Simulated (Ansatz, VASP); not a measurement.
**ZnSe in VASP and in Ansatz**

```
Zn Se
1.0
     6.94439    0.00000    0.00000
     0.00000    6.94439    0.00000
     0.00000    0.00000    3.85138
Zn Se
4 4
Direct
  0.66924 0.66924 0.50000
  0.16924 0.83076 0.25000
  0.33076 0.33076 0.00000
  0.83076 0.16924 0.75000
  0.83071 0.83071 0.00000
  0.33071 0.66929 0.75000
  0.16929 0.16929 0.50000
  0.66929 0.33071 0.25000
```

Alike in both runs: functional PBE; k mesh 4 × 4 × 6; occupations gaussian, width 0.1 eV; no spin polarisation.

Ansatz relaxed the structure, and its values are those at the end. VASP's run is a single point on that final structure, the one shown.

|  | VASP | Ansatz |
| --- | --- | --- |
| version | VASP 6.6.1 | Ansatz 0.2.0 |
| potentials or method | VASP PAW PBE potentials, release 64 (Zn, Se), cutoff 520 eV | scalar-relativistic, plane waves, PAW |
| valence electrons in the cell | 72 | 112 |

```csv
,VASP,Ansatz,Ansatz less VASP
gap on the k mesh at the Fermi level (eV),0.66,0.66,+0.001
least direct gap on the mesh (eV),0.85,0.85,0.000
pressure (GPa),0.2,0.0,-0.18
rms of the force components (eV/Å),0.008,0.007,-0.0010
```

With one functional, cell and mesh, what is left measures potentials, basis and numerics. VASP's potentials hold 72 valence electrons a cell and Ansatz's 112, so a difference there can come from the potentials and not from the codes.
